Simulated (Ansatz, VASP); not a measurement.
## One calculation of LiF, two programs

Contents of INCAR:

```
SYSTEM = LiF
  PREC = Accurate
  ENCUT = 520
  EDIFF = 1E-6
  ISMEAR = 0
  SIGMA = 0.01
  LREAL = .False.
  LASPH = .True.
  NELM = 60
  ALGO = Normal
  ISIF = 2
  LWAVE = .False.
  LCHARG = .False.
  GGA = PE
  NBANDS = 18
```

File KPOINTS:

```
regular mesh
0
Gamma
  9 9 4
  0 0 0
```

Contents of POSCAR:

```
LiF
1.0
    3.1858730429      0.0000000000      0.0000000000
   -1.5929365214      2.7590469884      0.0000000000
    0.0000000000      0.0000000000      5.0002506136
Li F
2 2
Direct
    0.3333333333      0.6666666667      0.3808966878
    0.6666666667      0.3333333333      0.8808966878
    0.3333333333      0.6666666667      0.9941013122
    0.6666666667      0.3333333333      0.4941013122
```

Input for Ansatz:

```yaml
crystal:
  lattice:
    - [3.1858730429, 0.0, 0.0]
    - [-1.5929365214, 2.7590469884, 0.0]
    - [0.0, 0.0, 5.0002506136]
  atoms:
    - { symbol: Li, position: [0.3333333333, 0.6666666667, 0.3808966878] }
    - { symbol: Li, position: [0.6666666667, 0.3333333333, 0.8808966878] }
    - { symbol: F, position: [0.3333333333, 0.6666666667, 0.9941013122] }
    - { symbol: F, position: [0.6666666667, 0.3333333333, 0.4941013122] }
kpoints:
  mp_grid: { grid: [9, 9, 4] }
hamiltonian:
  xc: pbe
scf:
  occupations: { method: fixed }
  n_extra_bands: 5
output:
  forces: true
  stress: true
  eigenvalues: true
```

Alike in both runs: task single point; functional PBE; k mesh 9 × 9 × 4; no spin polarisation.

```csv
,VASP,Ansatz
version,VASP 6.6.1,Ansatz 0.2.0
potentials or method,"VASP PAW PBE potentials, release 64 (Li_sv, F)","plane waves, PAW"
plane-wave cutoff (eV),520,420
occupations,"gaussian, width 0.01 eV",fixed
valence electrons in the cell,20,20
```

```csv
,VASP,Ansatz,Ansatz less VASP
gap on the k mesh at the Fermi level (eV),7.30,7.31,+0.008
rms of the force components (eV/Å),0.004,0.004,0.0000
```

Atom by atom the forces differ by 0.000 eV/Å (rms over components).

Noted on VASP's run: the cutoff is short for stress, so the pressure is rough.
